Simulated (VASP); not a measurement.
Wanted: the native input for a VASP 6.6.1 run.

```yaml
Task: single point
Functional: r2SCAN
Potentials_or_basis: VASP PAW PBE potentials, release 64 (B)
Cutoff: 520 eV
k_mesh: 6 × 6 × 6
Occupations: gaussian, width 0.05 eV
Spin: no spin polarisation
Dipole_correction: no
Further_INCAR_settings: ALGO = Normal; EDIFF = 1e-06; NBANDS = 30
```

The system is B.

```
B
1.0
     2.45132    1.41527    4.17529
    -2.45132    1.41527    4.17529
     0.00000   -2.83054    4.17529
B
12
Direct
  0.00982 0.65447 0.00982
  0.00982 0.00982 0.65447
  0.65447 0.00982 0.00982
  0.99018 0.34553 0.99018
  0.99018 0.99018 0.34553
  0.34553 0.99018 0.99018
  0.22038 0.63191 0.22038
  0.22038 0.22038 0.63191
  0.63191 0.22038 0.22038
  0.77962 0.36809 0.77962
  0.77962 0.77962 0.36809
  0.36809 0.77962 0.77962
```

One way to write it, as run:

POSCAR

```
B
1.0
    2.4513206207      1.4152706202      4.1752903528
   -2.4513206207      1.4152706202      4.1752903528
    0.0000000000     -2.8305412405      4.1752903528
B
12
Direct
    0.0098168973      0.6544711157      0.0098168973
    0.0098168973      0.0098168973      0.6544711157
    0.6544711157      0.0098168973      0.0098168973
    0.9901831027      0.3455288843      0.9901831027
    0.9901831027      0.9901831027      0.3455288843
    0.3455288843      0.9901831027      0.9901831027
    0.2203839308      0.6319117467      0.2203839308
    0.2203839308      0.2203839308      0.6319117467
    0.6319117467      0.2203839308      0.2203839308
    0.7796160692      0.3680882533      0.7796160692
    0.7796160692      0.7796160692      0.3680882533
    0.3680882533      0.7796160692      0.7796160692
```

INCAR.step1

```
PREC = Accurate
ENCUT = 520
ISMEAR = 0
SIGMA = 0.05
LREAL = False
LASPH = True
NELM = 80
NBANDS = 30
GGA = PE
ALGO = Normal
EDIFF = 1E-4
LWAVE = True
LCHARG = False
```

INCAR.step2

```
PREC = Accurate
ENCUT = 520
EDIFF = 1E-6
ISMEAR = 0
SIGMA = 0.05
LREAL = False
LASPH = True
NELM = 80
ALGO = Normal
ISIF = 2
LWAVE = False
LCHARG = False
METAGGA = R2SCAN
LMIXTAU = True
NBANDS = 30
ISTART = 1
```

KPOINTS

```
regular mesh
0
Gamma
  6 6 6
```

Potentials or basis: VASP PAW PBE potentials, release 64 (B).

The run is started by

```console
$ cat potpaw_PBE.64/B/POTCAR > POTCAR
$ cp INCAR.step1 INCAR
$ mpirun -np 1 vasp_std > vasp.out
$ cp INCAR.step2 INCAR
$ mpirun -np 1 vasp_std > vasp.out
```

It gave:

```json
{
  "Pressure": "-0.3 GPa",
  "Largest force": "0.025 eV/Å",
  "Band gap on the k mesh": "1.65 eV, indirect (least direct gap 2.07 eV)"
}
```

Caveat: the PAW data sets were made with another functional, which shifts forces and pressure a little.

Wall time 8.8 min on 1 thread of Intel(R) Xeon(R) Platinum 8259CL CPU @ 2.50GHz (Skylake/Cascade Lake), on a shared host, peak memory 0.26 GiB.
